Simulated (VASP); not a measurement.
Wanted: the native input for a VASP 6.6.1 run.

```
Task                               : single point
Functional                         : HSE06
Potentials or basis                : VASP PAW PBE potentials, release 64 (Cu)
Cutoff                             : 520 eV
k mesh                             : 7 × 7 × 7
Occupations                        : fermi-dirac, width 0.05 eV
Spin                               : no spin polarisation
Dipole correction                  : no
Grid for exact exchange (PRECFOCK) : Normal
Further INCAR settings             : ALGO = Normal; EDIFF = 1e-06; NBANDS = 12
Share of exact exchange            : 0.25
Screening parameter                : 0.2079 1/Å
```

The system is Cu.

```
CELL_PARAMETERS angstrom
0.00000 1.80750 1.80750
1.80750 0.00000 1.80750
1.80750 1.80750 0.00000
ATOMIC_POSITIONS crystal
Cu 0.00000 0.00000 0.00000
```

One way to write it, as run:

POSCAR

```
Cu
1.0
    0.0000000000      1.8075000000      1.8075000000
    1.8075000000      0.0000000000      1.8075000000
    1.8075000000      1.8075000000      0.0000000000
Cu
1
Direct
    0.0000000000      0.0000000000      0.0000000000
```

INCAR.step1

```
PREC = Accurate
ENCUT = 520
EDIFF = 1E-5
ISMEAR = -1
SIGMA = 0.05
LREAL = F
LASPH = T
NELM = 120
ALGO = Normal
ISIF = 2
LWAVE = T
LCHARG = F
GGA = PE
NBANDS = 12
GGA_COMPAT = F
```

INCAR.step2

```
PREC = Accurate
ENCUT = 520
EDIFF = 1E-6
ISMEAR = -1
SIGMA = 0.05
LREAL = F
LASPH = T
NELM = 120
ALGO = Normal
ISIF = 2
LWAVE = F
LCHARG = F
GGA = PE
LHFCALC = T
HFSCREEN = 0.2079
PRECFOCK = Normal
ISTART = 1
NBANDS = 12
GGA_COMPAT = F
```

KPOINTS

```
regular mesh
0
Gamma
  7 7 7
```

Potentials or basis: VASP PAW PBE potentials, release 64 (Cu).

The run is started by

```sh
$ cat potpaw_PBE.64/Cu/POTCAR > POTCAR
$ cp INCAR.step1 INCAR
$ mpirun -np 1 vasp_std > vasp.out
$ cp INCAR.step2 INCAR
$ mpirun -np 1 vasp_std > vasp.out
```

Results of the run:

The pressure is 1.9 GPa and the band gap on the k mesh is zero (an odd number of electrons rules out a gap without spin polarisation).

Caveat: the k points lie up to 0.43 Å⁻¹ apart, too coarse for converged energies and pressures of a metal; the PAW data sets were made with another functional, which shifts forces and pressure a little.

It took 27 min on 1 thread of Oxide Virtual Turin-like Processor, with other jobs on the host, peak memory 0.19 GiB.
